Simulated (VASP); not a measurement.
# Ir (Pm-3m) in VASP: further runs

Runs on Ir. Level: LDA. Tasks: single point.

Program: VASP 6.6.1. These are calculated values, not measurements. Logs are shortened: lines on timing, memory, paths and dates and some standing lists are left out, and cuts for length are marked.

## Step 1: The cell of the first run

The structure is cubic, space group Pm-3m (No. 221). The conventional cell has a = 2.032 Å, b = 2.032 Å, c = 2.032 Å, α = 90.00°, β = 90.00°, γ = 90.00°. Ir (site symmetry m-3m) has 6 Ir at 2.03 Å within 2.7 Å.

## Step 2: Single point, LDA

Input file INCAR:

```
SYSTEM = Ir
PREC = Accurate ; ENCUT = 520
EDIFF = 1E-6 ; ISMEAR = 1
SIGMA = 0.1 ; LREAL = .False.
LASPH = .True. ; NELM = 100
ALGO = Normal ; ISIF = 2
LWAVE = .False. ; LCHARG = .False.
NBANDS = 10
```

Input file KPOINTS:

```
Automatic mesh
0
Gamma
  15 15 15
  0.5 0.5 0.5
```

Input file POSCAR:

```
Ir
1.0
    2.0319208850      0.0000000000      0.0000000000
    0.0000000000      2.0319208850      0.0000000000
    0.0000000000      0.0000000000      2.0319208850
Ir
1
Direct
    0.0000000000      0.0000000000      0.0000000000
```

Potentials or basis: VASP PAW LDA potentials, release 64 (Ir).

Run with:

```console
cat potpaw_LDA.64/Ir/POTCAR > POTCAR
mpirun -np 1 vasp_std > vasp.out
```

OUTCAR:

```text
SYSTEM = Ir
   PREC = Accurate
   ENCUT = 520
   EDIFF = 1E-6
   ISMEAR = 1
   LREAL = .False.
   LASPH = .True.
   NELM = 100
   ISIF = 2

 ion  position               nearest neighbor table
   1  0.000  0.000  0.000-

  LATTYP: Found a simple cubic cell.
 ALAT       =     2.0319208850

  Lattice vectors:

 A1 = (   2.0319208850,   0.0000000000,   0.0000000000)
 A2 = (   0.0000000000,   2.0319208850,   0.0000000000)
 A3 = (   0.0000000000,   0.0000000000,   2.0319208850)

Analysis of symmetry for initial positions (statically):
=====================================================================
 Subroutine PRICEL returns:
 Original cell was already a primitive cell.

 Routine SETGRP: Setting up the symmetry group for a
 simple cubic supercell.

 Subroutine GETGRP returns: Found 48 space group operations
 (whereof 48 operations were pure point group operations)
 out of a pool of 48 trial point group operations.

The static configuration has the point symmetry O_h .

Analysis of symmetry for dynamics (positions and initial velocities):
=====================================================================
 Subroutine PRICEL returns:
 Original cell was already a primitive cell.

 Routine SETGRP: Setting up the symmetry group for a
 simple cubic supercell.

 Subroutine GETGRP returns: Found 48 space group operations
 (whereof 48 operations were pure point group operations)
 out of a pool of 48 trial point group operations.

The dynamic configuration has the point symmetry O_h .

 Subroutine INISYM returns: Found 48 space group operations
 (whereof 48 operations are pure point group operations),
 and found     1 'primitive' translations

----------------------------------------------------------------------------------------

                                     Primitive cell

  volume of cell :       8.3892

  direct lattice vectors                    reciprocal lattice vectors
     2.031920885  0.000000000  0.000000000     0.492145146  0.000000000  0.000000000
     0.000000000  2.031920885  0.000000000     0.000000000  0.492145146  0.000000000
     0.000000000  0.000000000  2.031920885     0.000000000  0.000000000  0.492145146

  length of vectors
     2.031920885  2.031920885  2.031920885     0.492145146  0.492145146  0.492145146

  position of ions in fractional coordinates (direct lattice)
     0.000000000  0.000000000  0.000000000

  ion indices of the primitive-cell ions
   primitive index   ion index
                 1           1

----------------------------------------------------------------------------------------

 KPOINTS: Automatic mesh

Automatic generation of k-mesh.
 Grid dimensions read from file:
 generate k-points for:   15   15   15

 Generating k-lattice:

  Cartesian coordinates                     Fractional coordinates (reciprocal lattice)
     0.032809676  0.000000000  0.000000000     0.066666667  0.000000000  0.000000000
     0.000000000  0.032809676  0.000000000     0.000000000  0.066666667  0.000000000
     0.000000000  0.000000000  0.032809676     0.000000000  0.000000000  0.066666667

  Length of vectors
     0.032809676  0.032809676  0.032809676

  Shift w.r.t. Gamma in fractional coordinates (k-lattice)
     0.500000000  0.500000000  0.500000000

 Subroutine IBZKPT returns following result:
 ===========================================

 Found    120 irreducible k-points:

 Following reciprocal coordinates:
            Coordinates               Weight
  0.033333  0.033333  0.033333      8.000000
  0.100000  0.033333  0.033333     24.000000
  0.166667  0.033333  0.033333     24.000000
  0.233333  0.033333  0.033333     24.000000
  0.300000  0.033333  0.033333     24.000000
  0.366667  0.033333  0.033333     24.000000
[... 16 lines left out ...]
  0.300000  0.233333  0.033333     48.000000
  0.366667  0.233333  0.033333     48.000000
 [... further k-points ...]
   k-points           NKPTS =    120   k-points in BZ     NKDIM =    120   number of bands    NBANDS=     10
   number of dos      NEDOS =    301   number of ions     NIONS =      1
   total plane-waves  NPLWV =   4096
   dimension x,y,z NGX =    16 NGY =   16 NGZ =   16
   dimension x,y,z NGXF=    32 NGYF=   32 NGZF=   32
   ions per type =               1
   NGX,Y,Z   is equivalent  to a cutoff of  13.09, 13.09, 13.09 a.u.
   NGXF,Y,Z  is equivalent  to a cutoff of  26.18, 26.18, 26.18 a.u.
 SYSTEM =  Ir
   PREC   = accura    normal or accurate (medium, high low for compatibility)
   ISTART =      0    job   : 0-new  1-cont  2-samecut
   ICHARG =      2    charge: 1-file 2-atom 10-const
   ISPIN  =      1    spin polarized calculation?
   LNONCOLLINEAR =      F non collinear calculations
   LSORBIT =      F    spin-orbit coupling
   LASPH  =      T    aspherical Exc in radial PAW
   ENCUT  =  520.0 eV  38.22 Ry    6.18 a.u.   3.78  3.78  3.78*2*pi/ulx,y,z
   NELM   =    100;   NELMIN=  2; NELMDL= -5     # of ELM steps
   EDIFF  = 0.1E-05   stopping-criterion for ELM
   LREAL  =      F    real-space projection
   EDIFFG = 0.1E-04   stopping-criterion for IOM
   NSW    =      0    number of steps for IOM
   IBRION =     -1    ionic relax: 0-MD 1-quasi-New 2-CG
   NFREE  =      0    steps in history (QN), initial steepest desc. (CG)
   ISIF   =      2    stress and relaxation
   ISYM   =      2    0-nonsym 1-usesym 2-fastsym
   POTIM  = 0.5000    time-step for ionic-motion
   TEBEG  =    0.0;   TEEND  =   0.0 temperature during run
   PSTRESS=    0.0 pullay stress
   NELECT =       9.0000    total number of electrons
   NUPDOWN=      -1.0000    fix difference up-down
   EMIN   =  10.00;   EMAX   =-10.00  energy-range for DOS
   EFERMI =   0.00;   METHOD = LEGACY
   ISMEAR =     1;   SIGMA  =   0.10  broadening in eV -4-tet -1-fermi 0-gaus
   EFERMI_NEDOS =   21; number of points for ismear=-14 and -15
   IALGO  =     38    algorithm
   IMIX   =      4    mixing-type and parameters
     AMIX     =   0.40;   BMIX     =  1.00
     AMIX_MAG =   1.60;   BMIX_MAG =  1.00
  volume/ion in A,a.u.               =       8.39        56.61
  Fermi-wavevector in a.u.,A,eV,Ry     =   1.675903  3.166997 38.214014  2.808651
  Thomas-Fermi vector in A             =   2.760440
   LORBIT       =      0    0 simple, 1 ext, 2 COOP (PROOUT), +10 PAW based schemes
   GGA     = CA    functional components
   LHFCALC =     F    Hartree Fock is set to
   AEXX    =    0.0000 exact exchange contribution
   IVDW    =     0    specifies the selected vdW correction
   LEPSILON=     F    determine dielectric tensor
   LRPA    =     F    only Hartree local field effects (RPA)
 non-spin polarized calculation
 Methfessel and Paxton  Order N= 1 SIGMA  =   0.10
  energy-cutoff  :      520.00
  volume of cell :        8.39
 maximum number of plane-waves:       245
 NGX is ok and might be reduce to    16
   NGX =  7   NGY =  7   NGZ =  7

 number of electron       9.0000002 magnetization

 Free energy of the ion-electron system (eV)
  ---------------------------------------------------
  ext. energy  EPLUGINS =         0.00000000
  ---------------------------------------------------
  free energy    TOTEN  =         2.12886227 eV

  energy without entropy =        2.12963551  energy(sigma->0) =        2.12912002

 E-fermi :  21.9844     XC(G=0): -17.1422

 val. band max:       21.9544076484   @ k =   0.4333   0.3000   0.1667
 cond. band min:      22.0060490966   @ k =   0.5000   0.1000   0.0333
 fundamental gap:      0.0516414483
 Fermi energy:        21.9844337622

 k-point     1 :       0.0333    0.0333    0.0333
  band No.  band energies     occupation
      1       5.7894      2.00000
      2       6.7967      2.00000
      3       6.7967      2.00000
      4      25.5038      0.00000
      5      25.6178      0.00000
      6      25.6178      0.00000
      7      42.3156      0.00000
      8      42.5129      0.00000
      9      42.5129      0.00000
     10      50.7591      0.00000

 k-point     2 :       0.1000    0.0333    0.0333
  band No.  band energies     occupation
      1       6.2412      2.00000
      2       6.9445      2.00000
      3       7.7734      2.00000
      4      24.4094      0.00000
      5      24.4849      0.00000
      6      25.6843      0.00000
      7      40.2980      0.00000
      8      43.5230      0.00000
      9      43.6941      0.00000
     10      49.7082      0.00000

 k-point     3 :       0.1667    0.0333    0.0333
  band No.  band energies     occupation
      1       6.7838      2.00000
      2       7.2232      2.00000
      3       9.8826      2.00000
      4      22.7072     -0.00000
      5      22.7451     -0.00000
      6      25.8431      0.00000
      7      37.6068      0.00000
      8      45.1724      0.00000
      9      45.2406      0.00000
     10      46.4904      0.00000

 k-point     4 :       0.2333    0.0333    0.0333
  band No.  band energies     occupation
      1       7.4435      2.00000
      2       7.5975      2.00000
      3      12.6650      2.00000
      4      20.9001      2.00000
      5      20.9447      2.00000
      6      26.0518      0.00000
      7      35.2605      0.00000
      8      43.0550      0.00000
      9      46.8035      0.00000
     10      47.3241      0.00000
[... 222 lines left out ...]
 k-point    22 :       0.2333    0.2333    0.0333
  band No.  band energies     occupation
      1       8.4858      2.00000
      2      11.2144      2.00000
      3      14.0037      2.00000
      4      18.3446      2.00000
      5      21.2162      2.00000
      6      22.0219      0.41282
      7      37.9278      0.00000
      8      40.0736      0.00000
      9      46.1885      0.00000
     10      49.8382      0.00000

 k-point    23 :       0.3000    0.2333    0.0333
  band No.  band energies     occupation
      1       8.9801      2.00000
      2      10.5424      2.00000
      3      15.4301      2.00000
      4      19.2389      2.00000
      5      20.6213      2.00000
      6      22.0085      0.60607
      7      36.3816      0.00000
      8      40.8941      0.00000
      9      45.5062      0.00000
     10      49.9822      0.00000

 k-point    24 :       0.3667    0.2333    0.0333
  band No.  band energies     occupation
      1       9.2781      2.00000
      2       9.8817      2.00000
      3      15.9656      2.00000
      4      18.4960      2.00000
      5      22.2105     -0.00630
      6      22.9357     -0.00000
      7      35.3277      0.00000
      8      42.3346      0.00000
      9      44.3312      0.00000
     10      50.0413      0.00000

 [... further k-points ...]
[... 5 lines left out ...]
  --------------------------------------------------------------------------------------
  -------------------------------------------------------------------------------------
  Total       43.2019058     43.2019058     43.2019058     -0.0000000      0.0000000      0.0000000
  in kB     8250.7438704   8250.7438704   8250.7438704     -0.0000000      0.0000000      0.0000000
  external PRESSURE =    8250.7438704 kB  Pullay stress =       0.0000000 kB

 VOLUME and BASIS-vectors are now :
 -----------------------------------------------------------------------------
  energy-cutoff  :      520.00
  volume of cell :        8.39
      direct lattice vectors                 reciprocal lattice vectors
     2.031920885  0.000000000  0.000000000     0.492145146  0.000000000  0.000000000
     0.000000000  2.031920885  0.000000000     0.000000000  0.492145146  0.000000000
     0.000000000  0.000000000  2.031920885     0.000000000  0.000000000  0.492145146

 POSITION                                       TOTAL-FORCE (eV/Angst)
 -----------------------------------------------------------------------------------
      0.00000      0.00000      0.00000         0.000000      0.000000      0.000000
 -----------------------------------------------------------------------------------
    total drift:                               -0.000000      0.000000      0.000000

  FREE ENERGIE OF THE ION-ELECTRON SYSTEM (eV)
  ---------------------------------------------------
  free  energy   TOTEN  =         2.1288622695 eV

  energy  without entropy=        2.1296355126  energy(sigma->0) =        2.12912002
```

Run time: 9.8 s. Hardware: 1 thread of Intel Xeon 6975P-C, shared host; peak memory 0.12 GiB.

The run converged, but its numbers aren't listed here, since they failed a check.

Caveat: spin-orbit coupling is left out, which moves the levels of the heavy elements.

## Step 3: Single point, LDA (volume scaled by 0.6)

Input file INCAR:

```
SYSTEM = Ir
ALGO     = Normal         ! electronic algorithm
EDIFF    = 1E-6           ! SCF threshold, eV
ENCUT    = 520            ! plane-wave cutoff, eV
GGA      = CA             ! functional
ISIF     = 2              ! what is computed and relaxed
ISMEAR   = -1             ! smearing method
LASPH    = .TRUE.         ! aspherical terms in the spheres
LCHARG   = .TRUE.         ! write CHGCAR
LELF     = .TRUE.         ! ELF
LREAL    = .FALSE.        ! projectors in reciprocal space
LVHAR    = .TRUE.       
LWAVE    = .FALSE.        ! write WAVECAR
NBANDS   = 10             ! bands
NELM     = 60             ! most SCF steps
PREC     = Accurate       ! precision mode
SIGMA    = 0.1            ! smearing width, eV
```

Input file KPOINTS:

```
k-points
0
G
  15 15 15
  0 0 0
```

Input file POSCAR:

```
Ir
1.0
    2.1311929121      0.0000000000      0.0000000000
    0.0000000000      2.1311929121      0.0000000000
    0.0000000000      0.0000000000      2.1311929121
Ir
1
Direct
    0.0000000000      0.0000000000      0.0000000000
```

Potentials or basis: VASP PAW LDA potentials, release 64 (Ir).

Run with:

```console
cat potpaw_LDA.64/Ir/POTCAR > POTCAR
mpirun -np 1 vasp_std > vasp.out
```

Wall time 9.4 s (1 thread of Intel Xeon 6975P-C, shared host); peak memory 0.12 GiB.

The run converged. Its results:

| Item | Value |
| --- | --- |
| Free energy | -3.0532 eV |
| Pressure | 482.7 GPa |

Levels at points of the mesh, in eV from the Fermi level:
```tsv
k point	band 1	band 2	band 3	band 4	band 5	band 6	band 7	band 8	band 9	band 10
(0.00, 0.00, 0.00)	-14.91	-12.84	-12.84	3.22	3.22	3.22	19.47	19.47	19.47	29.05
```

Caveat: spin-orbit coupling is left out, which moves the levels of the heavy elements.

[end of part 1 of 2]
